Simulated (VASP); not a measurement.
# La (Im-3m) in VASP: a series of runs, part 2 of 2

VASP 6.6.1. The steps go on from the part before.

### 3 Single point, PBE

This run uses another cell than the first one, of 36.30 Å³/atom.

Contents of INCAR:

```
ALGO = Normal ; EDIFF = 1E-6
ENCUT = 520 ; GGA = PE
ISIF = 2 ; ISMEAR = -1
LASPH = T ; LCHARG = F
LREAL = F ; LWAVE = F
NBANDS = 12 ; NELM = 80
PREC = Accurate ; SIGMA = 0.06122561905347299
```

Contents of KPOINTS:

```
k-points
0
Gamma
  12 12 12
```

Contents of POSCAR:

```
La
1.0
   -2.0858305957      2.0858305957      2.0858305957
    2.0858305957     -2.0858305957      2.0858305957
    2.0858305957      2.0858305957     -2.0858305957
La
1
Direct
    0.0000000000      0.0000000000      0.0000000000
```

Potentials or basis: VASP PAW PBE potentials, release 64 (La).

Run with:

```
cat potpaw_PBE.64/La/POTCAR > POTCAR
mpirun -np 1 vasp_std > vasp.out
```

OUTCAR:

```text
EDIFF = 1E-6
   ENCUT = 520
   GGA = PE
   ISIF = 2
   ISMEAR = -1
   LASPH = T
   LREAL = F
   NELM = 80
   PREC = Accurate

 ion  position               nearest neighbor table
   1  0.000  0.000  0.000-

  LATTYP: Found a body centered cubic cell.
 ALAT       =     4.1716611914

  Lattice vectors:

 A1 = (  -2.0858305957,   2.0858305957,   2.0858305957)
 A2 = (   2.0858305957,  -2.0858305957,   2.0858305957)
 A3 = (   2.0858305957,   2.0858305957,  -2.0858305957)

Analysis of symmetry for initial positions (statically):
=====================================================================
 Subroutine PRICEL returns:
 Original cell was already a primitive cell.

 Routine SETGRP: Setting up the symmetry group for a
 body centered cubic supercell.

 Subroutine GETGRP returns: Found 48 space group operations
 (whereof 48 operations were pure point group operations)
 out of a pool of 48 trial point group operations.

The static configuration has the point symmetry O_h .

Analysis of symmetry for dynamics (positions and initial velocities):
=====================================================================
 Subroutine PRICEL returns:
 Original cell was already a primitive cell.

 Routine SETGRP: Setting up the symmetry group for a
 body centered cubic supercell.

 Subroutine GETGRP returns: Found 48 space group operations
 (whereof 48 operations were pure point group operations)
 out of a pool of 48 trial point group operations.

The dynamic configuration has the point symmetry O_h .

 Subroutine INISYM returns: Found 48 space group operations
 (whereof 48 operations are pure point group operations),
 and found     1 'primitive' translations

----------------------------------------------------------------------------------------

                                     Primitive cell

  volume of cell :      36.2992

  direct lattice vectors                    reciprocal lattice vectors
    -2.085830596  2.085830596  2.085830596     0.000000000  0.239712660  0.239712660
     2.085830596 -2.085830596  2.085830596     0.239712660  0.000000000  0.239712660
     2.085830596  2.085830596 -2.085830596     0.239712660  0.239712660  0.000000000

  length of vectors
     3.612764568  3.612764568  3.612764568     0.339004895  0.339004895  0.339004895

  position of ions in fractional coordinates (direct lattice)
     0.000000000  0.000000000  0.000000000

  ion indices of the primitive-cell ions
   primitive index   ion index
                 1           1

----------------------------------------------------------------------------------------

 KPOINTS: k-points

Automatic generation of k-mesh.
 Grid dimensions read from file:
 generate k-points for:   12   12   12

 Generating k-lattice:

  Cartesian coordinates                     Fractional coordinates (reciprocal lattice)
     0.000000000  0.019976055  0.019976055     0.083333333  0.000000000  0.000000000
     0.019976055  0.000000000  0.019976055     0.000000000  0.083333333  0.000000000
     0.019976055  0.019976055  0.000000000     0.000000000  0.000000000  0.083333333

  Length of vectors
     0.028250408  0.028250408  0.028250408

  Shift w.r.t. Gamma in fractional coordinates (k-lattice)
     0.000000000  0.000000000  0.000000000

 Subroutine IBZKPT returns following result:
 ===========================================

 Found     72 irreducible k-points:

 Following reciprocal coordinates:
            Coordinates               Weight
  0.000000  0.000000  0.000000      1.000000
  0.083333  0.000000  0.000000     12.000000
  0.166667  0.000000  0.000000     12.000000
  0.250000  0.000000  0.000000     12.000000
  0.333333  0.000000  0.000000     12.000000
  0.416667  0.000000  0.000000     12.000000
[... 16 lines left out ...]
  0.333333  0.083333  0.083333     24.000000
  0.416667  0.083333  0.083333     12.000000
 [... further k-points ...]
   k-points           NKPTS =     72   k-points in BZ     NKDIM =     72   number of bands    NBANDS=     12
   number of dos      NEDOS =    301   number of ions     NIONS =      1
   total plane-waves  NPLWV =  21952
   dimension x,y,z NGX =    28 NGY =   28 NGZ =   28
   dimension x,y,z NGXF=    56 NGYF=   56 NGZF=   56
   ions per type =               1
   NGX,Y,Z   is equivalent  to a cutoff of  12.88, 12.88, 12.88 a.u.
   NGXF,Y,Z  is equivalent  to a cutoff of  25.77, 25.77, 25.77 a.u.
 SYSTEM =  unknown system
   PREC   = accura    normal or accurate (medium, high low for compatibility)
   ISTART =      0    job   : 0-new  1-cont  2-samecut
   ICHARG =      2    charge: 1-file 2-atom 10-const
   ISPIN  =      1    spin polarized calculation?
   LNONCOLLINEAR =      F non collinear calculations
   LSORBIT =      F    spin-orbit coupling
   LASPH  =      T    aspherical Exc in radial PAW
   ENCUT  =  520.0 eV  38.22 Ry    6.18 a.u.   6.72  6.72  6.72*2*pi/ulx,y,z
   NELM   =     80;   NELMIN=  2; NELMDL= -5     # of ELM steps
   EDIFF  = 0.1E-05   stopping-criterion for ELM
   LREAL  =      F    real-space projection
   EDIFFG = 0.1E-04   stopping-criterion for IOM
   NSW    =      0    number of steps for IOM
   IBRION =     -1    ionic relax: 0-MD 1-quasi-New 2-CG
   NFREE  =      0    steps in history (QN), initial steepest desc. (CG)
   ISIF   =      2    stress and relaxation
   ISYM   =      2    0-nonsym 1-usesym 2-fastsym
   POTIM  = 0.5000    time-step for ionic-motion
   TEBEG  =    0.0;   TEEND  =   0.0 temperature during run
   PSTRESS=    0.0 pullay stress
   NELECT =      11.0000    total number of electrons
   NUPDOWN=      -1.0000    fix difference up-down
   EMIN   =  10.00;   EMAX   =-10.00  energy-range for DOS
   EFERMI =   0.00;   METHOD = LEGACY
   ISMEAR =    -1;   SIGMA  =   0.06  broadening in eV -4-tet -1-fermi 0-gaus
   EFERMI_NEDOS =   21; number of points for ismear=-14 and -15
   IALGO  =     38    algorithm
   IMIX   =      4    mixing-type and parameters
     AMIX     =   0.40;   BMIX     =  1.00
     AMIX_MAG =   1.60;   BMIX_MAG =  1.00
  volume/ion in A,a.u.               =      36.30       244.96
  Fermi-wavevector in a.u.,A,eV,Ry     =   1.099613  2.077968 16.451480  1.209150
  Thomas-Fermi vector in A             =   2.236011
   LORBIT       =      0    0 simple, 1 ext, 2 COOP (PROOUT), +10 PAW based schemes
   GGA     = PE    functional components
   LHFCALC =     F    Hartree Fock is set to
   AEXX    =    0.0000 exact exchange contribution
   IVDW    =     0    specifies the selected vdW correction
   LEPSILON=     F    determine dielectric tensor
   LRPA    =     F    only Hartree local field effects (RPA)
 non-spin polarized calculation
  energy-cutoff  :      520.00
  volume of cell :       36.30
 maximum number of plane-waves:       992
   NGX = 13   NGY = 13   NGZ = 13

 number of electron      11.0000002 magnetization

 Free energy of the ion-electron system (eV)
  ---------------------------------------------------
  ext. energy  EPLUGINS =         0.00000000
  ---------------------------------------------------
  free energy    TOTEN  =        -4.76906381 eV

  energy without entropy =       -4.73173402  energy(sigma->0) =       -4.75039892

 E-fermi :   8.0754     XC(G=0):  -9.6547

 val. band max:        8.0551912353   @ k =   0.5000   0.5000   0.0833
 cond. band min:       8.0770236780   @ k =   0.2500   0.1667   0.0000
 fundamental gap:      0.0218324427
 Fermi energy:         8.0754029402

 k-point     1 :       0.0000    0.0000    0.0000
  band No.  band energies     occupation
      1     -24.7786      2.00000
      2      -7.7168      2.00000
      3      -7.7168      2.00000
      4      -7.7168      2.00000
      5       4.9221      2.00000
      6       9.5887      0.00000
      7       9.5887      0.00000
      8       9.5887      0.00000
      9       9.6234      0.00000
     10       9.6234      0.00000
     11       9.6234      0.00000
     12      10.3994      0.00000

 k-point     2 :       0.0833    0.0000    0.0000
  band No.  band energies     occupation
      1     -24.7638      2.00000
      2      -7.8291      2.00000
      3      -7.7494      2.00000
      4      -7.7183      2.00000
      5       5.1473      2.00000
      6       9.2459      0.00000
      7       9.2461      0.00000
      8       9.6145      0.00000
      9       9.6714      0.00000
     10       9.8714      0.00000
     11       9.8787      0.00000
     12      10.3754      0.00000
[... 316 lines left out ...]
 k-point    24 :       0.4167    0.0833    0.0833
  band No.  band energies     occupation
      1     -24.5452      2.00000
      2      -9.0932      2.00000
      3      -8.2555      2.00000
      4      -7.8435      2.00000
      5       6.7072      2.00000
      6       7.8638      1.93887
      7       9.7036      0.00000
      8       9.7672      0.00000
      9       9.9879      0.00000
     10      10.2477      0.00000
     11      10.2643      0.00000
     12      10.3378      0.00000

 [... further k-points ...]
[... 5 lines left out ...]
  --------------------------------------------------------------------------------------
  -------------------------------------------------------------------------------------
  Total        0.2832954      0.2832954      0.2832954      0.0000000      0.0000000     -0.0000000
  in kB       12.5041178     12.5041178     12.5041178      0.0000000      0.0000000     -0.0000000
  external PRESSURE =      12.5041178 kB  Pullay stress =       0.0000000 kB

 VOLUME and BASIS-vectors are now :
 -----------------------------------------------------------------------------
  energy-cutoff  :      520.00
  volume of cell :       36.30
      direct lattice vectors                 reciprocal lattice vectors
    -2.085830596  2.085830596  2.085830596     0.000000000  0.239712660  0.239712660
     2.085830596 -2.085830596  2.085830596     0.239712660  0.000000000  0.239712660
     2.085830596  2.085830596 -2.085830596     0.239712660  0.239712660  0.000000000

 POSITION                                       TOTAL-FORCE (eV/Angst)
 -----------------------------------------------------------------------------------
      0.00000      0.00000      0.00000         0.000000     -0.000000      0.000000
 -----------------------------------------------------------------------------------
    total drift:                               -0.000000      0.000000      0.000000

  FREE ENERGIE OF THE ION-ELECTRON SYSTEM (eV)
  ---------------------------------------------------
  free  energy   TOTEN  =        -4.7690638113 eV

  energy  without entropy=       -4.7317340220  energy(sigma->0) =       -4.75039892
```

OSZICAR:

```text
N       E                     dE             d eps       ncg     rms          rms(c)
DAV:   1     0.976968087378E+02    0.97697E+02   -0.38431E+03  1744   0.120E+03
DAV:   2     0.143978280029E+01   -0.96257E+02   -0.92740E+02  2228   0.184E+02
DAV:   3    -0.443385595739E+01   -0.58736E+01   -0.56560E+01  2412   0.763E+01
DAV:   4    -0.476781480939E+01   -0.33396E+00   -0.33043E+00  3216   0.122E+01
DAV:   5    -0.477856619702E+01   -0.10751E-01   -0.10733E-01  2840   0.218E+00    0.222E+00
DAV:   6    -0.476634257830E+01    0.12224E-01   -0.15390E-02  3272   0.100E+00    0.131E+00
DAV:   7    -0.476488133725E+01    0.14612E-02   -0.39976E-02  2296   0.156E+00    0.216E-01
DAV:   8    -0.476623428382E+01   -0.13529E-02   -0.29711E-03  3200   0.369E-01    0.208E-01
DAV:   9    -0.476692242832E+01   -0.68814E-03   -0.45526E-04  2904   0.127E-01    0.187E-01
DAV:  10    -0.477024862458E+01   -0.33262E-02   -0.10284E-02  3152   0.112E+00    0.464E-01
DAV:  11    -0.476904637742E+01    0.12022E-02   -0.33834E-03  3224   0.677E-01    0.683E-02
DAV:  12    -0.476905709508E+01   -0.10718E-04   -0.13845E-04  2488   0.809E-02    0.473E-02
DAV:  13    -0.476905988932E+01   -0.27942E-05   -0.99840E-05  3268   0.123E-01    0.278E-02
DAV:  14    -0.476906314891E+01   -0.32596E-05   -0.62016E-06  3316   0.258E-02    0.163E-02
DAV:  15    -0.476906381129E+01   -0.66238E-06   -0.14921E-06  3124   0.145E-02
   1 F= -.47690638E+01 E0= -.47503989E+01  d E =-.373298E-01
```

stdout:

```text
POSCAR found type information on POSCAR La
 POSCAR found :  1 types and       1 ions
 scaLAPACK will be used
 LDA part: xc-table for (Slater+PW92), standard interpolation
 POSCAR, INCAR and KPOINTS ok, starting setup
 FFT: planning ... GRIDC
 FFT: planning ... GRID_SOFT
 FFT: planning ... GRID
 WAVECAR not read
 entering main loop
```

Run time: 32 s. Hardware: 1 thread of Intel Xeon Platinum 8488C (Sapphire Rapids), shared host; peak memory 0.19 GiB.

Results:

```
Free energy            : -4.7691 eV
Pressure               : 1.3 GPa
Band gap on the k mesh : zero (an odd number of electrons rules out a gap without spin polarisation)
```

Caveat: spin-orbit coupling is left out, which moves the levels of the heavy elements.
